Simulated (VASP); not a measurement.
The system is CdTe.

```
Te Cd
1.0
     0.00000    3.22623    3.22623
     3.22623    0.00000    3.22623
     3.22623    3.22623    0.00000
Te Cd
1 1
Direct
  0.75000 0.75000 0.75000
  0.00000 0.00000 0.00000
```

Base run:

* Program: VASP 6.6.1
* Functional: PBE
* Dispersion: D3(BJ)
* Potentials or basis: VASP PAW PBE potentials, release 64 (Te, Cd)
* Cutoff: 520 eV
* k mesh: 7 × 7 × 7
* Occupations: fermi-dirac, width 0.05 eV
* Spin: no spin polarisation

Its results: band gap on the k mesh 0.81 eV; pressure 1.4 GPa.

Question: The run is repeated on the same cell with these changes: functional from PBE to BLYP; dispersion from D3(BJ) to none. What comes out?

Answer: Band gap on the k mesh 0.76 eV; pressure 6.1 GPa.

Several settings changed at once.

Caveats: spin-orbit coupling is left out, which moves the levels of the heavy elements; the cell stands under pressure (at least some runs); the PAW data sets were made with another functional, which shifts forces and pressure a little (at least some runs).

